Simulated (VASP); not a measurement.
## Y3S: single point with PBE

Crystal: Y3S.

```
Y S
1.0
     5.38923    0.00000    0.00000
     0.00000    5.38923    0.00000
     0.00000    0.00000    3.60404
Y S
3 1
Direct
  0.00000 0.50000 0.50000
  0.50000 0.00000 0.50000
  0.50000 0.50000 0.00000
  0.00000 0.00000 0.00000
```

```
Program             : VASP 6.6.1
Task                : single point
Functional          : PBE
Potentials or basis : VASP PAW PBE potentials, release 64 (Y_sv, S)
Cutoff              : 520 eV
k mesh              : 10 × 10 × 14
Occupations         : gaussian, width 0.1 eV
Spin                : no spin polarisation
```

* Pressure: -0.1 GPa
* Band gap on the k mesh: zero (an odd number of electrons rules out a gap without spin polarisation)

Stress tensor (GPa, compression positive):
```
-0.03  0.00  0.00
 0.00 -0.03  0.00
 0.00  0.00 -0.17
```

Levels at points of the mesh, in eV from the Fermi level:
| k point | band 17 | band 18 | band 19 | band 20 | band 21 | band 22 | band 23 | band 24 |
| --- | --- | --- | --- | --- | --- | --- | --- | --- |
| (0.00, 0.00, 0.00) | -1.87 | -1.70 | -1.59 | -1.47 | 0.78 | 0.78 | 1.13 | 2.25 |
| (0.50, 0.00, 0.00) | -1.95 | -1.23 | -0.61 | 0.21 | 0.74 | 0.98 | 1.01 | 1.74 |
| (0.50, 0.50, 0.00) | -1.81 | 0.06 | 0.06 | 0.32 | 0.32 | 0.84 | 0.94 | 1.83 |
| (0.00, 0.00, 0.50) | -0.97 | -0.07 | 0.30 | 0.43 | 0.43 | 0.88 | 1.03 | 1.03 |
| (0.50, 0.00, 0.50) | -1.13 | -0.62 | -0.36 | -0.27 | 0.41 | 1.15 | 1.28 | 1.63 |
| (0.50, 0.50, 0.50) | -1.95 | -1.91 | -1.91 | -0.42 | 0.10 | 1.23 | 1.23 | 1.69 |

Run time: 8.1 min on 1 thread of Intel Xeon 8259CL (shared host), peak memory 0.53 GiB.
